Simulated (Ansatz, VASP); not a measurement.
## One calculation of PbI2, two programs

```
Pb I
1.0
     4.55500    0.00000    0.00000
    -2.27750    3.94475    0.00000
     0.00000    0.00000   18.00000
Pb I
1 2
Direct
  0.00000 0.00000 0.50000
  0.33333 0.66667 0.60272
  0.66667 0.33333 0.39728
```

Change from the starting cell: species swapped into a sheet of the PbI2 type.

Alike in both runs: task single point; functional PBE; k mesh 6 × 6 × 1; occupations gaussian, width 0.1 eV; no spin polarisation.

|  | VASP | Ansatz |
| --- | --- | --- |
| version | VASP 6.6.1 | Ansatz 0.2.0 |
| potentials or method | VASP PAW PBE potentials, release 64 (Pb_d, I), cutoff 400 eV | scalar-relativistic, plane waves, PAW |
| valence electrons in the cell | 28 | 48 |

Ansatz gave:

* gap on the k mesh at the Fermi level (eV): 2.55
* least direct gap on the mesh (eV): 2.91
* rms of the force components (eV/Å): 0.130

Problem. What did VASP give for the same quantities?

Solution. gap on the k mesh at the Fermi level (eV): 2.54; least direct gap on the mesh (eV): 2.91; rms of the force components (eV/Å): 0.130.

Atom by atom the forces differ by 0.000 eV/Å (rms over components). The functional is the same, so the differences come from potentials, cutoffs and numerics. VASP's potentials hold 28 valence electrons a cell and Ansatz's 48, so a difference there can come from the potentials and not from the codes. Ansatz's warnings: slab cell height set.

Spin-orbit coupling is off throughout.
